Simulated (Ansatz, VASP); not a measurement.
# Two plane-wave programs on SnSe2

The input INCAR:

```
PREC     = Accurate       # precision mode
ENCUT    = 520            # plane-wave cutoff, eV
EDIFF    = 1E-6           # SCF threshold, eV
ISMEAR   = 0              # smearing method
SIGMA    = 0.05           # smearing width, eV
LREAL    = F              # projectors in reciprocal space
LASPH    = T              # aspherical terms in the spheres
NELM     = 100            # most SCF steps
ALGO     = Normal         # electronic algorithm
ISIF     = 2              # what is computed and relaxed
LWAVE    = F              # write WAVECAR
LCHARG   = F              # write CHGCAR
GGA      = PS             # functional
NBANDS   = 20             # bands
```

KPOINTS

```
regular mesh
0
Gamma
  12 12 6
```

POSCAR

```
SnSe2
1.0
    3.8109987816      0.0000000000      0.0000000000
   -1.9054993908      3.3004217586      0.0000000000
    0.0000000000      0.0000000000      6.3824800000
Sn Se
1 2
Direct
    0.0000000000      0.0000000000      0.0000000000
    0.3333333333      0.6666666667      0.2500000000
    0.6666666667      0.3333333333      0.7500000000
```

Input for Ansatz:

```yaml
crystal:
  lattice:
    - [3.8109987816, 0.0, 0.0]
    - [-1.9054993908, 3.3004217586, 0.0]
    - [0.0, 0.0, 6.38248]
  atoms:
    - { symbol: Sn, position: [0.0, 0.0, 0.0] }
    - { symbol: Se, position: [0.3333333333, 0.6666666667, 0.25] }
    - { symbol: Se, position: [0.6666666667, 0.3333333333, 0.75] }
basis:
  ecutwfc: 420
kpoints:
  mp_grid: { grid: [12, 12, 6] }
hamiltonian:
  xc: pbesol
scf:
  occupations: { method: gaussian, width: 0.05 }
output:
  forces: true
  stress: true
  eigenvalues: true
  write_density: true
  write_potential: true
  elf: true
  volumetric_format: npy
```

Change from the starting cell: strain +0.0400 x Voigt [0, 0, 1, 0, 0, 0], atoms carried along.

Alike in both runs: task single point; functional PBEsol; k mesh 12 × 12 × 6; occupations gaussian, width 0.05 eV; no spin polarisation.

|  | VASP | Ansatz |
| --- | --- | --- |
| version | VASP 6.6.1 | Ansatz 0.2.0 |
| potentials or method | VASP PAW PBE potentials, release 64 (Sn_d, Se), cutoff 520 eV | scalar-relativistic, plane waves, PAW |
| valence electrons in the cell | 26 | 46 |

```tsv
	VASP	Ansatz	Ansatz less VASP
gap on the k mesh at the Fermi level (eV)	0.56	0.56	+0.003
least direct gap on the mesh (eV)	1.08	1.09	+0.003
pressure (GPa)	-0.3	-0.4	-0.11
traceless stress, the component that is largest in VASP (GPa)	-0.35	-0.36	-0.011
rms of the force components (eV/Å)	0.016	0.025	+0.0091
```

VASP's potentials were made for PBE, not for PBEsol. Atom by atom the forces differ by 0.009 eV/Å (rms over components). VASP's potentials hold 26 valence electrons a cell and Ansatz's 46, so a difference there can come from the potentials and not from the codes.
